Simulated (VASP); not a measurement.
## Li: single point with PBEsol

Li:

```xyz
1
Lattice="-1.7167 1.7167 1.7167 1.7167 -1.7167 1.7167 1.7167 1.7167 -1.7167" Properties=species:S:1:pos:R:3 pbc="T T T"
Li    0.0000    0.0000    0.0000
```

- Program: VASP 6.6.1
- Task: single point
- Functional: PBEsol
- Potentials or basis: VASP PAW PBE potentials, release 64 (Li_sv)
- Cutoff: 520 eV
- k mesh: 18 × 18 × 18
- Occupations: gaussian, width 0.05 eV
- Spin: no spin polarisation
- Dipole correction: no
- Further INCAR settings: ALGO = Normal; EDIFF = 1e-06; NBANDS = 8

```yaml
Band_gap_on_the_k_mesh: zero (an odd number of electrons rules out a gap without spin polarisation)
```

Levels at points of the mesh, in eV from the Fermi level:
```tsv
k point	band 1	band 2	band 3	band 4	band 5	band 6
(0.00, 0.00, 0.00)	-45.92	-3.56	14.64	14.64	14.64	19.37
(0.50, 0.00, 0.00)	-45.90	0.24	3.27	10.38	11.86	13.62
(0.50, 0.50, 0.50)	-45.88	5.52	5.52	5.52	7.77	7.77
```

Run time: 23 s on 1 thread of Intel Xeon 8259CL, with other jobs on the host, peak memory 0.14 GiB.
